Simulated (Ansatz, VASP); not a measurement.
# Two plane-wave programs on Hg

```
CELL_PARAMETERS angstrom
-1.44549 1.44549 1.44549
1.44549 -1.44549 1.44549
1.44549 1.44549 -1.44549
ATOMIC_POSITIONS crystal
Hg 0.00000 0.00000 0.00000
```

Change from the starting cell: volume scaled by 0.505, to set the pressure.

Alike in both runs: task single point; functional PBEsol; k mesh 19 × 19 × 19; occupations fermi-dirac, width 0.05 eV; no spin polarisation.

|  | VASP | Ansatz |
| --- | --- | --- |
| version | VASP 6.6.1 | Ansatz 0.2.0 |
| potentials or method | VASP PAW PBE potentials, release 64 (Hg) | PAW with Ansatz's default frozen-core files, scalar-relativistic |
| plane-wave cutoff (eV) | 520 | 420 |
| valence electrons in the cell | 12 | 20 |

```csv
,VASP,Ansatz,Ansatz less VASP
pressure (GPa),246.7,232.8,-13.89
```

VASP's potentials were made for PBE, not for PBEsol. Both programs put the cell under a high pressure, so it lies far from rest at this level. VASP's potentials hold 12 valence electrons a cell and Ansatz's 20, so a difference there can come from the potentials and not from the codes.

Spin-orbit coupling is off throughout. Noted on VASP's run: the cell as given lies far from equilibrium.
